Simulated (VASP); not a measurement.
# Ge (Cmmm) in VASP: further runs

Runs on Ge. Level: PBEsol. Tasks: single point.

Everything below comes from runs of VASP 6.6.1. Logs are shortened: lines on timing, memory, paths and dates and some standing lists are left out, and cuts for length are marked.

### Step 1. The cell of the first run

The structure is orthorhombic, space group Cmmm (No. 65). Conventional cell: a = 2.794 Å, b = 5.201 Å, c = 2.698 Å, α = 90.00°, β = 90.00°, γ = 90.00°. Ge (site symmetry mmm) has 8 Ge at 2.70 to 2.95 Å within 3.6 Å.

### Step 2. Single point, PBEsol

INCAR reads:

```
PREC = Accurate
ENCUT = 520
EDIFF = 1E-6
ISMEAR = 1
SIGMA = 0.05
LREAL = False
LASPH = True
NELM = 60
ALGO = Normal
ISIF = 2
LWAVE = False
LCHARG = True
GGA = PS
LELF = True
LVHAR = True
NBANDS = 13
```

KPOINTS reads:

```
Automatic mesh
0
Gamma
  3 3 3
```

POSCAR reads:

```
Ge
1.0
    2.9520690000      0.0000000000      0.0000000000
   -1.6295889250      2.4615343419      0.0000000000
    0.0000000000      0.0000000000      2.6982310000
Ge
1
Direct
    0.5000000000      0.5000000000      0.0000000000
```

Potentials or basis: VASP PAW PBE potentials, release 64 (Ge_d).

Launch:

```sh
cat potpaw_PBE.64/Ge_d/POTCAR > POTCAR
mpirun -np 1 vasp_std > vasp.out
```

OUTCAR:

```text
PREC = Accurate
   ENCUT = 520
   EDIFF = 1E-6
   ISMEAR = 1
   LREAL = False
   LASPH = True
   NELM = 60
   ISIF = 2
   GGA = PS

 ion  position               nearest neighbor table
   1  0.500  0.500  0.000-

  LATTYP: Found a base centered orthorhombic cell.
 ALAT       =     2.7942986356
 B/A-ratio  =     1.8613016471
 C/A-ratio  =     0.9656201258

  Lattice vectors:

 A1 = (   2.9520690000,   0.0000000000,   0.0000000000)
 A2 = (  -1.6295889250,   2.4615343419,   0.0000000000)
 A3 = (   0.0000000000,   0.0000000000,   2.6982310000)

Analysis of symmetry for initial positions (statically):
=====================================================================
 Subroutine PRICEL returns:
 Original cell was already a primitive cell.

 Routine SETGRP: Setting up the symmetry group for a
 base centered orthorhombic supercell.

 Subroutine GETGRP returns: Found  8 space group operations
 (whereof  8 operations were pure point group operations)
 out of a pool of  8 trial point group operations.

The static configuration has the point symmetry D_2h.

Analysis of symmetry for dynamics (positions and initial velocities):
=====================================================================
 Subroutine PRICEL returns:
 Original cell was already a primitive cell.

 Routine SETGRP: Setting up the symmetry group for a
 base centered orthorhombic supercell.

 Subroutine GETGRP returns: Found  8 space group operations
 (whereof  8 operations were pure point group operations)
 out of a pool of  8 trial point group operations.

The dynamic configuration has the point symmetry D_2h.

 Subroutine INISYM returns: Found  8 space group operations
 (whereof  8 operations are pure point group operations),
 and found     1 'primitive' translations

----------------------------------------------------------------------------------------

                                     Primitive cell

  volume of cell :      19.6070

  direct lattice vectors                    reciprocal lattice vectors
     2.952069000  0.000000000  0.000000000     0.338745470  0.224256821  0.000000000
    -1.629588925  2.461534342  0.000000000     0.000000000  0.406250680  0.000000000
     0.000000000  0.000000000  2.698231000     0.000000000  0.000000000  0.370613191

  length of vectors
     2.952069000  2.952069000  2.698231000     0.406250680  0.406250680  0.370613191

  position of ions in fractional coordinates (direct lattice)
     0.500000000  0.500000000  0.000000000

  ion indices of the primitive-cell ions
   primitive index   ion index
                 1           1

----------------------------------------------------------------------------------------

 KPOINTS: Automatic mesh

Automatic generation of k-mesh.
 Grid dimensions read from file:
 generate k-points for:    3    3    3

 Generating k-lattice:

  Cartesian coordinates                     Fractional coordinates (reciprocal lattice)
     0.112915157  0.074752274  0.000000000     0.333333333  0.000000000  0.000000000
     0.000000000  0.135416893  0.000000000     0.000000000  0.333333333  0.000000000
     0.000000000  0.000000000  0.123537730     0.000000000  0.000000000  0.333333333

  Length of vectors
     0.135416893  0.135416893  0.123537730

  Shift w.r.t. Gamma in fractional coordinates (k-lattice)
     0.000000000  0.000000000  0.000000000

 Subroutine IBZKPT returns following result:
 ===========================================

 Found      8 irreducible k-points:

 Following reciprocal coordinates:
            Coordinates               Weight
  0.000000  0.000000  0.000000      1.000000
  0.333333 -0.000000  0.000000      4.000000
  0.333333  0.333333  0.000000      2.000000
 -0.333333  0.333333  0.000000      2.000000
  0.000000  0.000000  0.333333      2.000000
  0.333333 -0.000000  0.333333      8.000000
  0.333333  0.333333  0.333333      4.000000
 -0.333333  0.333333  0.333333      4.000000
   k-points           NKPTS =      8   k-points in BZ     NKDIM =      8   number of bands    NBANDS=     13
   number of dos      NEDOS =    301   number of ions     NIONS =      1
   total plane-waves  NPLWV =  11520
   dimension x,y,z NGX =    24 NGY =   24 NGZ =   20
   dimension x,y,z NGXF=    48 NGYF=   48 NGZF=   40
   ions per type =               1
   NGX,Y,Z   is equivalent  to a cutoff of  13.52, 13.52, 12.32 a.u.
   NGXF,Y,Z  is equivalent  to a cutoff of  27.03, 27.03, 24.65 a.u.
 SYSTEM =  unknown system
   PREC   = accura    normal or accurate (medium, high low for compatibility)
   ISTART =      0    job   : 0-new  1-cont  2-samecut
   ICHARG =      2    charge: 1-file 2-atom 10-const
   ISPIN  =      1    spin polarized calculation?
   LNONCOLLINEAR =      F non collinear calculations
   LSORBIT =      F    spin-orbit coupling
   LASPH  =      T    aspherical Exc in radial PAW
   ENCUT  =  520.0 eV  38.22 Ry    6.18 a.u.   5.49  5.49  5.02*2*pi/ulx,y,z
   NELM   =     60;   NELMIN=  2; NELMDL= -5     # of ELM steps
   EDIFF  = 0.1E-05   stopping-criterion for ELM
   LREAL  =      F    real-space projection
[... 7 lines left out ...]
   TEBEG  =    0.0;   TEEND  =   0.0 temperature during run
   PSTRESS=    0.0 pullay stress
   NELECT =      14.0000    total number of electrons
   NUPDOWN=      -1.0000    fix difference up-down
   EMIN   =  10.00;   EMAX   =-10.00  energy-range for DOS
   EFERMI =   0.00;   METHOD = LEGACY
   ISMEAR =     1;   SIGMA  =   0.05  broadening in eV -4-tet -1-fermi 0-gaus
   EFERMI_NEDOS =   21; number of points for ismear=-14 and -15
   IALGO  =     38    algorithm
   IMIX   =      4    mixing-type and parameters
     AMIX     =   0.40;   BMIX     =  1.00
     AMIX_MAG =   1.60;   BMIX_MAG =  1.00
  volume/ion in A,a.u.               =      19.61       132.31
  Fermi-wavevector in a.u.,A,eV,Ry     =   1.463234  2.765111 29.130789  2.141053
  Thomas-Fermi vector in A             =   2.579353
   LORBIT       =      0    0 simple, 1 ext, 2 COOP (PROOUT), +10 PAW based schemes
   GGA     = PS    functional components
   LHFCALC =     F    Hartree Fock is set to
   AEXX    =    0.0000 exact exchange contribution
   IVDW    =     0    specifies the selected vdW correction
   LEPSILON=     F    determine dielectric tensor
   LRPA    =     F    only Hartree local field effects (RPA)
 non-spin polarized calculation
 Methfessel and Paxton  Order N= 1 SIGMA  =   0.05
  energy-cutoff  :      520.00
  volume of cell :       19.61
 maximum number of plane-waves:       539
 NGX is ok and might be reduce to    24
   NGX = 11   NGY = 11   NGZ = 11

 number of electron      14.0000003 magnetization

 Free energy of the ion-electron system (eV)
  ---------------------------------------------------
  ext. energy  EPLUGINS =         0.00000000
  ---------------------------------------------------
  free energy    TOTEN  =        -4.03857464 eV

  energy without entropy =       -4.03467068  energy(sigma->0) =       -4.03727332

 E-fermi :   5.2927     XC(G=0): -11.2017

 val. band max:        4.9429242711   @ k =  -0.3333   0.3333   0.3333
 cond. band min:       5.3001472688   @ k =   0.3333  -0.0000   0.3333
 fundamental gap:      0.3572229976
 Fermi energy:         5.2926700113

 k-point     1 :       0.0000    0.0000    0.0000
  band No.  band energies     occupation
      1     -18.7481      2.00000
      2     -18.6058      2.00000
      3     -18.5554      2.00000
      4     -18.5056      2.00000
      5     -18.5040      2.00000
      6      -6.8173      2.00000
      7      12.6632      0.00000
      8      13.1925      0.00000
      9      14.6586      0.00000
     10      16.1997      0.00000
     11      18.5677      0.00000
     12      20.8573      0.00000
     13      21.1249      0.00000

 k-point     2 :       0.3333   -0.0000    0.0000
  band No.  band energies     occupation
      1     -18.7036      2.00000
      2     -18.5859      2.00000
      3     -18.5446      2.00000
      4     -18.5140      2.00000
      5     -18.4958      2.00000
      6      -4.1557      2.00000
      7       4.4489      2.00000
      8      10.1503      0.00000
      9      14.2624      0.00000
     10      15.0464      0.00000
     11      19.4464      0.00000
     12      25.5481      0.00000
     13      25.7738      0.00000

 k-point     3 :       0.3333    0.3333    0.0000
  band No.  band energies     occupation
      1     -18.6799      2.00000
      2     -18.5444      2.00000
      3     -18.5395      2.00000
      4     -18.5318      2.00000
      5     -18.5214      2.00000
      6      -1.1260      2.00000
      7       2.8209      2.00000
      8       2.8904      2.00000
      9      16.9457      0.00000
     10      22.6506      0.00000
     11      23.7539      0.00000
     12      24.5676      0.00000
     13      24.5682      0.00000

 k-point     4 :      -0.3333    0.3333    0.0000
  band No.  band energies     occupation
      1     -18.7279      2.00000
      2     -18.5959      2.00000
      3     -18.5355      2.00000
      4     -18.5098      2.00000
      5     -18.4917      2.00000
      6      -4.4990      2.00000
      7       3.6441      2.00000
      8      11.8562      0.00000
      9      14.6837      0.00000
     10      15.7051      0.00000
     11      19.2928      0.00000
     12      24.8992      0.00000
     13      25.4320      0.00000

 k-point     5 :       0.0000    0.0000    0.3333
  band No.  band energies     occupation
      1     -18.6156      2.00000
      2     -18.5783      2.00000
      3     -18.5569      2.00000
      4     -18.5533      2.00000
      5     -18.5488      2.00000
      6      -4.6738      2.00000
      7       3.1058      2.00000
      8      15.0565      0.00000
      9      16.5240      0.00000
     10      20.1890      0.00000
     11      21.9204      0.00000
     12      23.0694      0.00000
     13      23.5970      0.00000

 k-point     6 :       0.3333   -0.0000    0.3333
  band No.  band energies     occupation
      1     -18.6104      2.00000
      2     -18.5976      2.00000
      3     -18.5681      2.00000
      4     -18.5189      2.00000
      5     -18.4908      2.00000
      6      -2.0231      2.00000
      7       5.3001      0.75000
      8       6.8801      0.00000
      9      12.0275      0.00000
     10      14.8196      0.00000
     11      16.5354      0.00000
     12      21.7590      0.00000
     13      23.1839      0.00000

 k-point     7 :       0.3333    0.3333    0.3333
  band No.  band energies     occupation
      1     -18.6090      2.00000
      2     -18.5949      2.00000
      3     -18.5319      2.00000
      4     -18.5156      2.00000
      5     -18.5105      2.00000
      6       1.0504      2.00000
      7       4.7861      2.00000
      8       4.8251      2.00000
      9       8.1527      0.00000
     10      13.6167      0.00000
     11      13.8125      0.00000
     12      26.2957      0.00000
     13      27.7046      0.00000

 k-point     8 :      -0.3333    0.3333    0.3333
  band No.  band energies     occupation
      1     -18.6371      2.00000
      2     -18.6005      2.00000
      3     -18.5612      2.00000
      4     -18.5153      2.00000
      5     -18.4870      2.00000
      6      -2.3627      2.00000
      7       4.9429      2.00000
      8       6.0491     -0.00000
      9      13.7369      0.00000
     10      14.1129      0.00000
     11      18.0547      0.00000
     12      23.6217      0.00000
     13      24.4628      0.00000

------------------------ aborting loop because EDIFF is reached ----------------------------------------

  FORCE on cell =-STRESS in cart. coord.  units (eV):
  Direction    XX          YY          ZZ          XY          YZ          ZX
  --------------------------------------------------------------------------------------
  -------------------------------------------------------------------------------------
  Total       -1.0781262     -0.4107575     -0.8584014      0.5040384      0.0000000      0.0000000
  in kB      -88.0985266    -33.5648418    -70.1438314     41.1872393      0.0000000      0.0000000
  external PRESSURE =     -63.9357333 kB  Pullay stress =       0.0000000 kB

 VOLUME and BASIS-vectors are now :
 -----------------------------------------------------------------------------
  energy-cutoff  :      520.00
  volume of cell :       19.61
      direct lattice vectors                 reciprocal lattice vectors
     2.952069000  0.000000000  0.000000000     0.338745470  0.224256821  0.000000000
    -1.629588925  2.461534342  0.000000000     0.000000000  0.406250680  0.000000000
     0.000000000  0.000000000  2.698231000     0.000000000  0.000000000  0.370613191

 POSITION                                       TOTAL-FORCE (eV/Angst)
 -----------------------------------------------------------------------------------
      0.66124      1.23077      0.00000        -0.000000      0.000000      0.000000
 -----------------------------------------------------------------------------------
    total drift:                                0.000000     -0.000000     -0.000000

  FREE ENERGIE OF THE ION-ELECTRON SYSTEM (eV)
  ---------------------------------------------------
  free  energy   TOTEN  =        -4.0385746434 eV

  energy  without entropy=       -4.0346706766  energy(sigma->0) =       -4.03727332
```

Run time: 2.2 s. Hardware: 1 thread of Intel Xeon Platinum 8488C (Sapphire Rapids), shared host; peak memory 0.12 GiB.

Results:

```yaml
Free_energy: -4.0386 eV
Pressure: -6.4 GPa
Band_gap_on_the_k_mesh: zero (band 7 reaches 12.66 eV, above the bottom of band 8 at 2.89 eV)
```

Stress tensor (GPa, compression positive):
```
-8.81  4.12  0.00
 4.12 -3.36  0.00
 0.00  0.00 -7.01
```

Levels at points of the mesh, in eV from the Fermi level:
| k point | band 5 | band 6 | band 7 | band 8 | band 9 | band 10 |
| --- | --- | --- | --- | --- | --- | --- |
| (0.00, 0.00, 0.00) | -23.80 | -12.11 | 7.37 | 7.90 | 9.37 | 10.91 |

Caveat: the k points lie up to 0.85 Å⁻¹ apart; the PAW data sets were made with another functional, which shifts forces and pressure a little.

### Step 3. Single point, PBEsol

INCAR reads:

```
SYSTEM = Ge
  ALGO = Normal
  EDIFF = 1E-6
  ENCUT = 520
  GGA = PS
  ISIF = 2
  ISMEAR = 1
  LASPH = .TRUE.
  LCHARG = .FALSE.
  LREAL = .FALSE.
  LWAVE = .FALSE.
  NBANDS = 13
  NELM = 80
  PREC = Accurate
  SIGMA = 0.05
```

KPOINTS reads:

```
k-points
0
G
  7 7 7
  0 0 0
```

POSCAR is that of step 2.

Potentials or basis: VASP PAW PBE potentials, release 64 (Ge_d).

Launch:

```sh
cat potpaw_PBE.64/Ge_d/POTCAR > POTCAR
mpirun -np 1 vasp_std > vasp.out
```

Wall time 5.3 s (1 thread of Intel Xeon Platinum 8488C (Sapphire Rapids), shared host); peak memory 0.14 GiB.

Results (log left out):

- Free energy: -4.7448 eV
- Pressure: -4.7 GPa
- Band gap on the k mesh: zero (band 7 reaches 12.73 eV, above the bottom of band 8 at 4.17 eV)

Stress tensor (GPa, compression positive):
```
-8.04  2.23  0.00
 2.23 -5.09  0.00
 0.00  0.00 -0.92
```

Levels at points of the mesh, in eV from the Fermi level:
| k point | band 5 | band 6 | band 7 | band 8 | band 9 | band 10 |
| --- | --- | --- | --- | --- | --- | --- |
| (0.00, 0.00, 0.00) | -24.28 | -12.72 | 6.80 | 7.27 | 8.78 | 10.33 |

Caveat: the k points lie up to 0.36 Å⁻¹ apart; the PAW data sets were made with another functional, which shifts forces and pressure a little.

(Continued in part 2 of 2.)
